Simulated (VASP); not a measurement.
Set up this calculation in VASP 6.6.1, as the native input.

| Quantity | Value |
| --- | --- |
| Task | single point |
| Functional | PBEsol |
| Potentials or basis | VASP PAW PBE potentials, release 64 (Cu, Pd) |
| Cutoff | 520 eV |
| k mesh | 9 × 9 × 9 |
| Occupations | fermi-dirac, width 0.05 eV |
| Spin | no spin polarisation |
| Dipole correction | no |
| Further INCAR settings | ALGO = Normal; EDIFF = 1e-06; NBANDS = 30 |

The structure of Cu3Pd lies in POSCAR:

```
Cu3Pd
1.0
    3.7220000000     -0.0372200000     -0.0372200000
   -0.0372200000      3.7220000000     -0.0372200000
   -0.0372200000     -0.0372200000      3.7220000000
Cu Pd
3 1
Direct
    0.0000000000      0.5000000000      0.5000000000
    0.5000000000      0.0000000000      0.5000000000
    0.5000000000      0.5000000000      0.0000000000
    0.0000000000      0.0000000000      0.0000000000
```

This cell differs from its parent crystal: equal xy, yz and zx shear strains of -2 %.

One way to write it, as run:

INCAR

```
SYSTEM = Cu3Pd
PREC = Accurate
ENCUT = 520
EDIFF = 1E-6
ISMEAR = -1
SIGMA = 0.05
LREAL = .FALSE.
LASPH = .TRUE.
NELM = 60
ALGO = Normal
ISIF = 2
LWAVE = .FALSE.
LCHARG = .FALSE.
GGA = PS
NBANDS = 30
```

KPOINTS

```
regular mesh
0
G
  9 9 9
  0 0 0
```

Potentials or basis: VASP PAW PBE potentials, release 64 (Cu, Pd).

The run is started by

```bash
$ cat potpaw_PBE.64/Cu/POTCAR potpaw_PBE.64/Pd/POTCAR > POTCAR
$ mpirun -np 1 vasp_std > vasp.out
```

Results of the run:

- Pressure: -7.8 GPa

Caveat: the cell differs from its parent crystal (equal xy, yz and zx shear strains of -2 %); the PAW data sets were made with another functional, which shifts forces and pressure a little.

Run time: 100 s on 1 thread of Intel Xeon 6975P-C, on a shared host, peak memory 0.24 GiB.
